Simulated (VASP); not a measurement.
Wanted: the native input for a VASP 6.6.1 run.

| Quantity | Value |
| --- | --- |
| Task | single point |
| Functional | PBE |
| Potentials or basis | VASP PAW PBE potentials, release 64 (Mo_sv, S) |
| Cutoff | 520 eV |
| k mesh | 10 × 10 × 10 |
| Occupations | fermi-dirac, width 0.05 eV |
| Spin | no spin polarisation |
| Dipole correction | no |
| Further INCAR settings | ALGO = Normal; EDIFF = 1e-06; NBANDS = 20 |

The structure of MoS2 lies in POSCAR:

```
MoS2
1.0
    1.5855000000      0.9153888518      6.1149966667
   -1.5855000000      0.9153888518      6.1149966667
    0.0000000000     -1.8307777036      6.1149966667
Mo S
1 2
Direct
    0.0000000000      0.0000000000      0.0000000000
    0.2500000000      0.2500000000      0.2500000000
    0.7500000000      0.7500000000      0.7500000000
```

One way to write it, as run:

INCAR

```
SYSTEM = MoS2
PREC     = Accurate       ! precision mode
ENCUT    = 520            ! plane-wave cutoff, eV
EDIFF    = 1E-6           ! SCF threshold, eV
ISMEAR   = -1             ! smearing method
SIGMA    = 0.05           ! smearing width, eV
LREAL    = .False.        ! projectors in reciprocal space
LASPH    = .True.         ! aspherical terms in the spheres
NELM     = 60             ! most SCF steps
ALGO     = Normal         ! electronic algorithm
ISIF     = 2              ! what is computed and relaxed
LWAVE    = .False.        ! write WAVECAR
LCHARG   = .False.        ! write CHGCAR
GGA      = PE             ! functional
NBANDS   = 20             ! bands
```

KPOINTS

```
Automatic mesh
0
Gamma
  10 10 10
  0 0 0
```

Potentials or basis: VASP PAW PBE potentials, release 64 (Mo_sv, S).

The run is started by

```sh
$ cat potpaw_PBE.64/Mo_sv/POTCAR potpaw_PBE.64/S/POTCAR > POTCAR
$ mpirun -np 1 vasp_std > vasp.out
```

It gave:

```yaml
Pressure: 7.8 GPa
Largest_force: 0.994 eV/Å
Band_gap_on_the_k_mesh: zero (bands 13 and 14 overlap by 0.65 eV)
```

Caveat: the cell stands under pressure.

It took 4.3 min on 1 thread of Intel(R) Xeon(R) Platinum 8488C (Sapphire Rapids) (shared host), peak memory 0.38 GiB.
